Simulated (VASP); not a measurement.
# ZnO (zincite) (P6_3mc) in VASP: further runs, part 2 of 2

VASP 6.6.1.

### 3 Relaxation of shape and atoms at fixed volume, PBE (volume scaled by 0.97)

File INCAR:

```
ALGO = Normal
EDIFF = 1E-6
EDIFFG = -0.01
ENCUT = 600
GGA = PE
IBRION = 2
ISIF = 4
ISMEAR = 0
LASPH = True
LCHARG = False
LREAL = False
LWAVE = False
NELM = 80
NSW = 50
PREC = Accurate
SIGMA = 0.02
```

File KPOINTS:

```
k-points
0
Gamma
  9 9 6
```

File POSCAR:

```
ZnO
1.0
    3.2463576338      0.0000000000      0.0000000000
   -1.6231788169      2.8114281806      0.0000000000
    0.0000000000      0.0000000000      5.2398029152
Zn O
2 2
Direct
    0.3333333333      0.6666666667      0.4999685893
    0.6666666667      0.3333333333     -0.0000314107
    0.6666666667      0.3333333333      0.3790414107
    0.3333333333      0.6666666667      0.8790414107
```

Potentials or basis: VASP PAW PBE potentials, release 64 (Zn, O).

Launch:

```console
> cat potpaw_PBE.64/Zn/POTCAR potpaw_PBE.64/O/POTCAR > POTCAR
> mpirun -np 1 vasp_std > vasp.out
```

OUTCAR:

```text
EDIFF = 1E-6
   EDIFFG = -0.01
   ENCUT = 600
   GGA = PE
   IBRION = 2
   ISIF = 4
   ISMEAR = 0
   LASPH = True
   LREAL = False
   NELM = 80
   NSW = 50
   PREC = Accurate

 ion  position               nearest neighbor table
   1  0.333  0.667  0.500-   3 1.98   3 1.98   3 1.98   4 1.99
   2  0.667  0.333  1.000-   4 1.98   4 1.98   4 1.98   3 1.99
   3  0.667  0.333  0.379-   1 1.98   1 1.98   1 1.98   2 1.99
   4  0.333  0.667  0.879-   2 1.98   2 1.98   2 1.98   1 1.99

  LATTYP: Found a hexagonal cell.
 ALAT       =     3.2463576338
 C/A-ratio  =     1.6140559686

  Lattice vectors:

 A1 = (   3.2463576338,   0.0000000000,   0.0000000000)
 A2 = (  -1.6231788169,   2.8114281806,   0.0000000000)
 A3 = (   0.0000000000,   0.0000000000,   5.2398029152)

Analysis of symmetry for initial positions (statically):
=====================================================================
 Subroutine PRICEL returns:
 Original cell was already a primitive cell.

 Routine SETGRP: Setting up the symmetry group for a
 hexagonal supercell.

 Subroutine GETGRP returns: Found 12 space group operations
 (whereof  6 operations were pure point group operations)
 out of a pool of 24 trial point group operations.

The static configuration has the point symmetry C_3v.
 The point group associated with its full space group is C_6v.

Analysis of symmetry for dynamics (positions and initial velocities):
=====================================================================
 Subroutine PRICEL returns:
 Original cell was already a primitive cell.

 Routine SETGRP: Setting up the symmetry group for a
 hexagonal supercell.

 Subroutine GETGRP returns: Found 12 space group operations
 (whereof  6 operations were pure point group operations)
 out of a pool of 24 trial point group operations.

The dynamic configuration has the point symmetry C_3v.
 The point group associated with its full space group is C_6v.
[... 117 lines left out ...]
   EFERMI =   0.00;   METHOD = LEGACY
   ISMEAR =     0;   SIGMA  =   0.02  broadening in eV -4-tet -1-fermi 0-gaus
   EFERMI_NEDOS =   21; number of points for ismear=-14 and -15
   IALGO  =     38    algorithm
   IMIX   =      4    mixing-type and parameters
     AMIX     =   0.40;   BMIX     =  1.00
     AMIX_MAG =   1.60;   BMIX_MAG =  1.00
  volume/ion in A,a.u.               =      11.96        80.68
  Fermi-wavevector in a.u.,A,eV,Ry     =   1.489234  2.814244 30.175238  2.217817
  Thomas-Fermi vector in A             =   2.602168
   LORBIT       =      0    0 simple, 1 ext, 2 COOP (PROOUT), +10 PAW based schemes
   GGA     = PE    functional components
   LHFCALC =     F    Hartree Fock is set to
   AEXX    =    0.0000 exact exchange contribution
   IVDW    =     0    specifies the selected vdW correction
   LEPSILON=     F    determine dielectric tensor
   LRPA    =     F    only Hartree local field effects (RPA)
 conjugate gradient relaxation of ions
 non-spin polarized calculation
 Gauss-broadening in eV      SIGMA  =   0.02
  energy-cutoff  :      600.00
  volume of cell :       47.82
 maximum number of plane-waves:      1629
 NGX is ok and might be reduce to    28
   NGX = 13   NGY = 13   NGZ = 21

 number of electron      36.0000012 magnetization

 Free energy of the ion-electron system (eV)
  ---------------------------------------------------
  ext. energy  EPLUGINS =         0.00000000
  ---------------------------------------------------
  free energy    TOTEN  =       -17.83565475 eV

  energy without entropy =      -17.83565475  energy(sigma->0) =      -17.83565475

 E-fermi :   1.3191     XC(G=0): -10.8865

 val. band max:        1.1639062702   @ k =   0.0000   0.0000   0.0000
 cond. band min:       1.9374884356   @ k =   0.0000   0.0000   0.0000
 fundamental gap:      0.7735821654
 Fermi energy:         1.3190658527

 k-point     1 :       0.0000    0.0000    0.0000
  band No.  band energies     occupation
      1     -16.8938      2.00000
      2     -16.1816      2.00000
      3      -4.5132      2.00000
      4      -4.5132      2.00000
      5      -4.4702      2.00000
      6      -4.4491      2.00000
[... 589 lines left out ...]
     21       8.8833      0.00000
     22       9.2938      0.00000

 [... further k-points ...]
[... 5 lines left out ...]
  --------------------------------------------------------------------------------------
  -------------------------------------------------------------------------------------
  Total        1.5265316      1.5265316      1.5116098      0.0000000      0.0000000     -0.0000000
  in kB       51.1420426     51.1420426     50.6421328      0.0000000      0.0000000     -0.0000000
  external PRESSURE =      50.9754060 kB  Pullay stress =       0.0000000 kB

 VOLUME and BASIS-vectors are now :
 -----------------------------------------------------------------------------
  energy-cutoff  :      600.00
  volume of cell :       47.82
      direct lattice vectors                 reciprocal lattice vectors
     3.246357634  0.000000000  0.000000000     0.308037534  0.177845553  0.000000000
    -1.623178817  2.811428181  0.000000000     0.000000000  0.355691106  0.000000000
     0.000000000  0.000000000  5.239802915     0.000000000  0.000000000  0.190846873

 POSITION                                       TOTAL-FORCE (eV/Angst)
 -----------------------------------------------------------------------------------
     -0.00000      1.87429      2.61974        -0.000000      0.000000      0.001940
      1.62318      0.93714      5.23964         0.000000      0.000000      0.001940
      1.62318      0.93714      1.98610         0.000000     -0.000000     -0.001940
     -0.00000      1.87429      4.60600        -0.000000      0.000000     -0.001940
 -----------------------------------------------------------------------------------
    total drift:                                0.000000      0.000000     -0.000752

  FREE ENERGIE OF THE ION-ELECTRON SYSTEM (eV)
  ---------------------------------------------------
  free  energy   TOTEN  =       -17.8356547482 eV

  energy  without entropy=      -17.8356547482  energy(sigma->0) =      -17.83565475

 reached required accuracy - stopping structural energy minimisation
```

OSZICAR:

```text
N       E                     dE             d eps       ncg     rms          rms(c)
DAV:   1     0.309039883935E+03    0.30904E+03   -0.20686E+04  2128   0.263E+03
DAV:   2     0.125341346823E+02   -0.29651E+03   -0.28523E+03  2256   0.474E+02
DAV:   3    -0.203760599652E+02   -0.32910E+02   -0.32572E+02  2454   0.163E+02
DAV:   4    -0.210700196787E+02   -0.69396E+00   -0.69297E+00  2346   0.251E+01
DAV:   5    -0.210754081063E+02   -0.53884E-02   -0.53882E-02  2394   0.214E+00    0.146E+01
DAV:   6    -0.176992400888E+02    0.33762E+01   -0.11821E+01  3592   0.730E+01    0.899E+00
DAV:   7    -0.178712680198E+02   -0.17203E+00   -0.26649E+00  2214   0.196E+01    0.535E+00
DAV:   8    -0.178955469167E+02   -0.24279E-01   -0.80753E-01  3186   0.933E+00    0.180E+00
DAV:   9    -0.178319815855E+02    0.63565E-01   -0.18723E-01  3352   0.805E+00    0.338E-01
DAV:  10    -0.178356900465E+02   -0.37085E-02   -0.57403E-02  2160   0.177E+00    0.159E-01
DAV:  11    -0.178355992443E+02    0.90802E-04   -0.17886E-03  3068   0.676E-01    0.405E-02
DAV:  12    -0.178356604135E+02   -0.61169E-04   -0.21897E-04  3022   0.342E-01    0.339E-02
DAV:  13    -0.178356539649E+02    0.64487E-05   -0.45706E-05  2804   0.161E-01    0.117E-02
DAV:  14    -0.178356553381E+02   -0.13732E-05   -0.18089E-05  2262   0.401E-02    0.504E-03
DAV:  15    -0.178356547482E+02    0.58988E-06   -0.15342E-06  1604   0.116E-02
   1 F= -.17835655E+02 E0= -.17835655E+02  d E =-.178357E+02
```

CONTCAR:

```text
ZnO
   1.00000000000000
     3.2463576338000002    0.0000000000000000    0.0000000000000000
    -1.6231788169000001    2.8114281806000001    0.0000000000000000
     0.0000000000000000    0.0000000000000000    5.2398029152000003
  Zn              O
     2     2
Direct
     0.3333333332999970    0.6666666667000030    0.4999685893000034
     0.6666666667000030    0.3333333332999970    0.9999685893000034
     0.6666666667000030    0.3333333332999970    0.3790414106999975
     0.3333333332999970    0.6666666667000030    0.8790414106999975

  0.00000000E+00  0.00000000E+00  0.00000000E+00
  0.00000000E+00  0.00000000E+00  0.00000000E+00
  0.00000000E+00  0.00000000E+00  0.00000000E+00
  0.00000000E+00  0.00000000E+00  0.00000000E+00
```

Wall time 50 s (1 thread of Intel Xeon Platinum 8488C (Sapphire Rapids), shared host); peak memory 0.2 GiB.

What came out:

```
Free energy             : -17.8357 eV
Pressure after relaxing : 5.1 GPa
Band gap on the k mesh  : 0.77 eV, direct
```

Final structure:
```
Zn O
1.0
     3.24636    0.00000    0.00000
    -1.62318    2.81143    0.00000
     0.00000    0.00000    5.23980
Zn O
2 2
Cartesian
  0.0000 1.8743 2.6197
  1.6232 0.9371 5.2396
  1.6232 0.9371 1.9861
  0.0000 1.8743 4.6060
```

Caveat: the relaxation stopped at its first step, so nothing moved.
